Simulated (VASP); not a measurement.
Write the native input for VASP 6.6.1 that does the following.

```yaml
Task: single point
Functional: PBE0
Potentials_or_basis: VASP PAW PBE potentials, release 64 (W_sv, C)
Cutoff: 520 eV
k_mesh: 6 × 6 × 6
Occupations: fermi-dirac, width 0.05 eV
Spin: no spin polarisation
Dipole_correction: no
Grid_for_exact_exchange_PRECFOCK: Normal
Further_INCAR_settings: ALGO = Normal; EDIFF = 1e-07; NBANDS = 16
Share_of_exact_exchange: 0.25
```

Crystal: WC.

```
CELL_PARAMETERS angstrom
0.00000 2.16305 2.16305
2.16305 0.00000 2.16305
2.16305 2.16305 0.00000
ATOMIC_POSITIONS crystal
W 0.00000 0.00000 0.00000
C 0.50000 0.50000 0.50000
```

These files were run (other wordings do the same):

POSCAR

```
WC
1.0
    0.0000000000      2.1630495024      2.1630495024
    2.1630495024      0.0000000000      2.1630495024
    2.1630495024      2.1630495024      0.0000000000
W C
1 1
Direct
    0.0000000000      0.0000000000      0.0000000000
    0.5000000000      0.5000000000      0.5000000000
```

INCAR.step1

```
SYSTEM = WC
PREC     = Accurate       ! precision mode
ENCUT    = 520            ! plane-wave cutoff, eV
EDIFF    = 1E-5           ! SCF threshold, eV
ISMEAR   = -1             ! smearing method
SIGMA    = 0.05           ! smearing width, eV
LREAL    = .False.        ! projectors in reciprocal space
LASPH    = .True.         ! aspherical terms in the spheres
NELM     = 100            ! most SCF steps
ALGO     = Normal         ! electronic algorithm
ISIF     = 2              ! what is computed and relaxed
LWAVE    = .True.         ! write WAVECAR
LCHARG   = .False.        ! write CHGCAR
NBANDS   = 16             ! bands
GGA      = PE             ! functional
```

INCAR.step2

```
SYSTEM = WC
PREC     = Accurate       ! precision mode
ENCUT    = 520            ! plane-wave cutoff, eV
EDIFF    = 1E-7           ! SCF threshold, eV
ISMEAR   = -1             ! smearing method
SIGMA    = 0.05           ! smearing width, eV
LREAL    = .False.        ! projectors in reciprocal space
LASPH    = .True.         ! aspherical terms in the spheres
NELM     = 100            ! most SCF steps
ALGO     = Normal         ! electronic algorithm
ISIF     = 2              ! what is computed and relaxed
LWAVE    = .False.        ! write WAVECAR
LCHARG   = .False.        ! write CHGCAR
GGA      = PE             ! functional
LHFCALC  = .True.         ! exact exchange
AEXX     = 0.25           ! exact-exchange fraction
PRECFOCK = Normal       
NBANDS   = 16             ! bands
ISTART   = 1
```

KPOINTS

```
regular mesh
0
Gamma
  6 6 6
  0 0 0
```

Potentials or basis: VASP PAW PBE potentials, release 64 (W_sv, C).

Command:

```sh
$ cat potpaw_PBE.64/W_sv/POTCAR potpaw_PBE.64/C/POTCAR > POTCAR
$ cp INCAR.step1 INCAR
$ mpirun -np 1 vasp_std > vasp.out
$ cp INCAR.step2 INCAR
$ mpirun -np 1 vasp_std > vasp.out
```

Results of the run:

```json
{
  "Pressure": "6.1 GPa",
  "Band gap on the k mesh": "zero (bands 9 and 10 overlap by 4.22 eV)"
}
```

Caveat: the k points lie up to 0.42 Å⁻¹ apart, too coarse for converged energies and pressures of a metal; the PAW data sets were made with another functional, which shifts forces and pressure a little; spin-orbit coupling is left out, which moves the levels of the heavy elements.

Wall time 29 min on 1 thread of Intel(R) Xeon(R) Platinum 8488C (Sapphire Rapids), with other jobs on the host, peak memory 0.16 GiB.
